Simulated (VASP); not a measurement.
# In3Cu in VASP: a series of runs, part 2 of 2

VASP 6.6.1. Earlier steps stand in the parts before.

### 3 Single point, PBE

Contents of INCAR:

```
ALGO = Fast
EDIFF = 1E-6
ENCUT = 520
GGA = PE
ISIF = 2
ISMEAR = 0
LASPH = T
LCHARG = T
LELF = T
LREAL = F
LVHAR = T
LWAVE = F
NBANDS = 33
NELM = 100
PREC = Accurate
SIGMA = 0.1
```

Contents of KPOINTS:

```
k-points
0
Gamma
  10 10 10
```

Contents of POSCAR:

```
In3Cu
1.0
    5.1035667427      0.0000000000      0.0000000000
    0.0000000000      5.1035667427      0.0000000000
    0.0000000000      0.0000000000      5.1035667427
In Cu
3 1
Direct
    0.5000000000      0.0000000000      0.0000000000
    0.0000000000      0.5000000000      0.0000000000
    0.0000000000      0.0000000000      0.5000000000
    0.0000000000      0.0000000000      0.0000000000
```

Potentials or basis: VASP PAW PBE potentials, release 64 (In_d, Cu).

The run is started by

```bash
cat potpaw_PBE.64/In_d/POTCAR potpaw_PBE.64/Cu/POTCAR > POTCAR
mpirun -np 1 vasp_std > vasp.out
```

OUTCAR:

```text
EDIFF = 1E-6
   ENCUT = 520
   GGA = PE
   ISIF = 2
   ISMEAR = 0
   LASPH = T
   LREAL = F
   NELM = 100
   PREC = Accurate

 ion  position               nearest neighbor table
   1  0.500  0.000  0.000-   4 2.55   4 2.55   2 3.61   3 3.61   2 3.61   2 3.61   3 3.61   3 3.61
                             3 3.61   2 3.61
   2  0.000  0.500  0.000-   4 2.55   4 2.55   1 3.61   3 3.61   1 3.61   3 3.61   3 3.61   3 3.61
                             1 3.61   1 3.61
   3  0.000  0.000  0.500-   4 2.55   4 2.55   1 3.61   1 3.61   2 3.61   2 3.61   2 3.61   2 3.61
                             1 3.61   1 3.61
   4  0.000  0.000  0.000-   1 2.55   2 2.55   3 2.55   3 2.55   2 2.55   1 2.55

  LATTYP: Found a simple cubic cell.
 ALAT       =     5.1035667427

  Lattice vectors:

 A1 = (   5.1035667427,   0.0000000000,   0.0000000000)
 A2 = (   0.0000000000,   5.1035667427,   0.0000000000)
 A3 = (   0.0000000000,   0.0000000000,   5.1035667427)

Analysis of symmetry for initial positions (statically):
=====================================================================
 Subroutine PRICEL returns:
 Original cell was already a primitive cell.

 Routine SETGRP: Setting up the symmetry group for a
 simple cubic supercell.

 Subroutine GETGRP returns: Found 48 space group operations
 (whereof 48 operations were pure point group operations)
 out of a pool of 48 trial point group operations.

The static configuration has the point symmetry O_h .

Analysis of symmetry for dynamics (positions and initial velocities):
=====================================================================
 Subroutine PRICEL returns:
 Original cell was already a primitive cell.

 Routine SETGRP: Setting up the symmetry group for a
 simple cubic supercell.

[... 119 lines left out ...]
   NELECT =      50.0000    total number of electrons
   NUPDOWN=      -1.0000    fix difference up-down
   EMIN   =  10.00;   EMAX   =-10.00  energy-range for DOS
   EFERMI =   0.00;   METHOD = LEGACY
   ISMEAR =     0;   SIGMA  =   0.10  broadening in eV -4-tet -1-fermi 0-gaus
   EFERMI_NEDOS =   21; number of points for ismear=-14 and -15
   IALGO  =     68    algorithm
   IMIX   =      4    mixing-type and parameters
     AMIX     =   0.40;   BMIX     =  1.00
     AMIX_MAG =   1.60;   BMIX_MAG =  1.00
  volume/ion in A,a.u.               =      33.23       224.26
  Fermi-wavevector in a.u.,A,eV,Ry     =   1.181747  2.233177 19.000877  1.396525
  Thomas-Fermi vector in A             =   2.318014
   LORBIT       =      0    0 simple, 1 ext, 2 COOP (PROOUT), +10 PAW based schemes
   GGA     = PE    functional components
   LHFCALC =     F    Hartree Fock is set to
   AEXX    =    0.0000 exact exchange contribution
   IVDW    =     0    specifies the selected vdW correction
   LEPSILON=     F    determine dielectric tensor
   LRPA    =     F    only Hartree local field effects (RPA)
 non-spin polarized calculation
 RMM-DIIS sequential band-by-band and
 Gauss-broadening in eV      SIGMA  =   0.10
  energy-cutoff  :      520.00
  volume of cell :      132.93
 maximum number of plane-waves:      3695
 NGX is ok and might be reduce to    40
   NGX = 19   NGY = 19   NGZ = 19

 number of electron      49.9999943 magnetization

 Free energy of the ion-electron system (eV)
  ---------------------------------------------------
  ext. energy  EPLUGINS =         0.00000000
  ---------------------------------------------------
  free energy    TOTEN  =       -10.35640255 eV

  energy without entropy =      -10.34637057  energy(sigma->0) =      -10.35138656

 E-fermi :   4.1075     XC(G=0):  -8.4357

 val. band max:        4.0927223196   @ k =   0.5000   0.2000   0.0000
 cond. band min:       4.1182849861   @ k =   0.5000   0.3000   0.0000
 fundamental gap:      0.0255626665
 Fermi energy:         4.1074824319

 k-point     1 :       0.0000    0.0000    0.0000
  band No.  band energies     occupation
      1     -10.8294      2.00000
      2     -10.7202      2.00000
      3     -10.7202      2.00000
      4     -10.7202      2.00000
      5     -10.6748      2.00000
      6     -10.6748      2.00000
[... 853 lines left out ...]
     32       8.1378      0.00000
     33       8.6030      0.00000

 [... further k-points ...]
[... 5 lines left out ...]
  --------------------------------------------------------------------------------------
  -------------------------------------------------------------------------------------
  Total        0.1626465      0.1626465      0.1626465      0.0000000     -0.0000000     -0.0000000
  in kB        1.9603509      1.9603509      1.9603509      0.0000000     -0.0000000     -0.0000000
  external PRESSURE =       1.9603509 kB  Pullay stress =       0.0000000 kB

 VOLUME and BASIS-vectors are now :
 -----------------------------------------------------------------------------
  energy-cutoff  :      520.00
  volume of cell :      132.93
      direct lattice vectors                 reciprocal lattice vectors
     5.103566743  0.000000000  0.000000000     0.195941398  0.000000000  0.000000000
     0.000000000  5.103566743  0.000000000     0.000000000  0.195941398  0.000000000
     0.000000000  0.000000000  5.103566743     0.000000000  0.000000000  0.195941398

 POSITION                                       TOTAL-FORCE (eV/Angst)
 -----------------------------------------------------------------------------------
      2.55178      0.00000      0.00000         0.000000      0.000000      0.000000
      0.00000      2.55178      0.00000         0.000000      0.000000      0.000000
      0.00000      0.00000      2.55178         0.000000      0.000000      0.000000
      0.00000      0.00000      0.00000         0.000000      0.000000      0.000000
 -----------------------------------------------------------------------------------
    total drift:                               -0.000000     -0.000000     -0.000000

  FREE ENERGIE OF THE ION-ELECTRON SYSTEM (eV)
  ---------------------------------------------------
  free  energy   TOTEN  =       -10.3564025463 eV

  energy  without entropy=      -10.3463705689  energy(sigma->0) =      -10.35138656
```

OSZICAR:

```text
N       E                     dE             d eps       ncg     rms          rms(c)
DAV:   1     0.463597949856E+03    0.46360E+03   -0.23617E+04  3696   0.193E+03
DAV:   2     0.371821665257E+02   -0.42642E+03   -0.41574E+03  3696   0.447E+02
DAV:   3    -0.957715087346E+01   -0.46759E+02   -0.45996E+02  4454   0.179E+02
[... 10 lines left out ...]
RMM:  14    -0.103564733637E+02   -0.34784E-04   -0.38730E-04  6136   0.115E-01    0.123E-01
RMM:  15    -0.103563965419E+02    0.76822E-04   -0.46700E-04  4927   0.149E-01    0.680E-02
RMM:  16    -0.103564067698E+02   -0.10228E-04   -0.68733E-05  4665   0.450E-02    0.867E-02
RMM:  17    -0.103564007854E+02    0.59844E-05   -0.27601E-05  4170   0.436E-02    0.786E-02
RMM:  18    -0.103564027843E+02   -0.19988E-05   -0.13290E-05  4229   0.202E-02    0.773E-02
RMM:  19    -0.103564025463E+02    0.23801E-06   -0.53416E-06  3652   0.145E-02
   1 F= -.10356403E+02 E0= -.10351387E+02  d E =-.100320E-01
```

stdout:

```text
POSCAR found type information on POSCAR InCu
 POSCAR found :  2 types and       4 ions
 scaLAPACK will be used
 LDA part: xc-table for (Slater+PW92), standard interpolation
 POSCAR, INCAR and KPOINTS ok, starting setup
 FFT: planning ... GRIDC
 FFT: planning ... GRID_SOFT
 FFT: planning ... GRID
 WAVECAR not read
 entering main loop
```

Wall time 2.6 min (1 thread of Intel Xeon 6975P-C (Granite Rapids), shared host); peak memory 0.37 GiB.

Results:

```yaml
Free_energy: -10.3564 eV
Pressure: 0.2 GPa
Band_gap_on_the_k_mesh: zero (band 25 reaches 5.13 eV, above the bottom of band 26 at 2.58 eV)
```

Caveat: spin-orbit coupling is left out, which moves the levels of the heavy elements.

### 4 Relaxation of cell and atoms, PBE

Contents of INCAR:

```
PREC     = Accurate       # precision mode
ENCUT    = 600            # plane-wave cutoff, eV
EDIFF    = 1E-6           # SCF threshold, eV
ISMEAR   = 0              # smearing method
SIGMA    = 0.1            # smearing width, eV
LREAL    = False          # projectors in reciprocal space
LASPH    = True           # aspherical terms in the spheres
NELM     = 100            # most SCF steps
ALGO     = Fast           # electronic algorithm
ISIF     = 3              # what is computed and relaxed
LWAVE    = False          # write WAVECAR
LCHARG   = False          # write CHGCAR
GGA      = PE             # functional
IBRION   = 2              # ionic algorithm
NSW      = 100            # ionic steps
EDIFFG   = -0.01          # ionic threshold
```

Contents of KPOINTS:

```
Automatic mesh
0
Gamma
  10 10 10
```

POSCAR is that of step 3.

The run is started by

```bash
cat potpaw_PBE.64/In_d/POTCAR potpaw_PBE.64/Cu/POTCAR > POTCAR
mpirun -np 1 vasp_std > vasp.out
```

It took 5.9 min on 1 thread of Intel Xeon 6975P-C (Granite Rapids), shared host; peak memory 0.44 GiB.

Results (log left out):

```yaml
Free_energy: -10.3566 eV
Relaxed_volume: 33.26 Å³/atom
Relaxed_cell: a = 5.105 Å, b = 5.105 Å, c = 5.105 Å, α = 90.00°, β = 90.00°, γ = 90.00°
Space_group_after_relaxing_to_0.05_Å: Pm-3m (No. 221)
Energy_gained_by_relaxing: 0.0 meV/atom
Ionic_steps: 3
Pressure_after_relaxing: 0.0 GPa
Band_gap_on_the_k_mesh: zero (band 25 reaches 5.12 eV, above the bottom of band 26 at 2.57 eV)
```

Final structure:
```yaml
crystal:
  lattice:
    - [5.10499, 0.00000, 0.00000]
    - [0.00000, 5.10499, 0.00000]
    - [0.00000, 0.00000, 5.10499]
  atoms:
    - { symbol: In, position: [0.50000, 0.00000, 0.00000] }
    - { symbol: In, position: [0.00000, 0.50000, 0.00000] }
    - { symbol: In, position: [0.00000, 0.00000, 0.50000] }
    - { symbol: Cu, position: [0.00000, 0.00000, 0.00000] }
```

Levels at points of the mesh, in eV from the Fermi level:
```
           k point  band 23  band 24  band 25  band 26  band 27  band 28
(0.00, 0.00, 0.00)    -1.83    -1.83    -1.53    -1.53     1.58     3.58
(0.50, 0.00, 0.00)    -1.30    -1.09    -1.09     1.08     1.82     1.82
(0.50, 0.50, 0.00)    -3.82    -1.21    -0.16     0.24     2.14     2.14
(0.50, 0.50, 0.50)    -4.03    -4.03    -0.87    -0.87    -0.87     2.84
```

Caveat: spin-orbit coupling is left out, which moves the levels of the heavy elements.

### 5 Overview

```tsv
task	cell	k mesh	cutoff (eV)	gap on the mesh (eV)	pressure (GPa)
single point	a = 5.105, b = 5.105, c = 5.101 Å, 4 atoms	4 × 4 × 4	520	none	-0.1
single point	a = 5.104 Å, 4 atoms	10 × 10 × 10	520	none	0.2
relaxation of cell and atoms	relaxed from a = 5.104 Å, 4 atoms	10 × 10 × 10	600	none	0.0
```

Alike in all rows: level PBE; potentials or basis VASP PAW PBE potentials, release 64 (In_d, Cu); no spin polarisation; smearing gaussian 0.1 eV.

Caveats: spin-orbit coupling is left out, which moves the levels of the heavy elements.

Absolute energies hang on the potentials; compare differences alone.
